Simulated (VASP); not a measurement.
Crystal: CoO.

```xyz
2
Lattice="1.6022 0.9250 2.5665 -1.6022 0.9250 2.5665 0.0000 -1.8501 2.5665" Properties=species:S:1:pos:R:3 pbc="T T T"
Co    0.0000    0.0000    7.6915
O     0.0000    0.0000    5.7824
```

| Item | Value |
| --- | --- |
| Program | VASP 6.6.1 |
| Task | relaxation of cell and atoms |
| Functional | PBEsol |
| Potentials or basis | VASP PAW PBE potentials, release 64 (Co, O) |
| Cutoff | 600 eV |
| k mesh | 10 × 10 × 10 |
| Occupations | fermi-dirac, width 0.05 eV |
| Spin | collinear spin, ferromagnetic start |
| Starting moments | [2.0, 0.0] μB |

At the start: pressure -8.5 GPa; volume 11.41 Å³/atom.

Problem. Where does the relaxation end?

Solution. Over 10 steps the energy falls by 33.3 meV/atom and the volume is 10.23 Å³/atom (-10.3 %); space group F-43m (No. 216, to 0.1 Å) before and after; moment 1.77 μB per cell.

Step by step:
| step | energy change (eV) | largest force (eV/Å) | pressure (GPa) | volume (Å³) |
| --- | --- | --- | --- | --- |
| 1 | 0.0000 | 0.2165 | -8.47 | 22.82 |
| 2 | -0.0628 | 0.0201 | -2.52 | 20.89 |
| 3 | -0.0645 | 0.1584 | 1.62 | 20.30 |
| 4 | -0.0659 | 0.0891 | -0.78 | 20.57 |
| 5 | -0.0659 | 0.1008 | -0.45 | 20.52 |
| 6 | -0.0659 | 0.1118 | -0.09 | 20.48 |
| 7 | -0.0662 | 0.0335 | 0.70 | 20.38 |
| 8 | -0.0664 | 0.0236 | 0.53 | 20.41 |
| 9 | -0.0665 | 0.0145 | -0.27 | 20.51 |
| 10 | -0.0665 | 0.0012 | -0.02 | 20.47 |

Final structure:
```
Co O
1.0
     1.53586    0.88673    2.50480
    -1.53586    0.88673    2.50480
     0.00000   -1.77346    2.50480
Co O
1 1
Direct
  0.00010 0.00010 0.00010
  0.74990 0.74990 0.74990
```

Caveat: the PAW data sets were made with another functional, which shifts forces and pressure a little; a cell with one magnetic atom can't hold antiferromagnetic order, which such compounds often take.
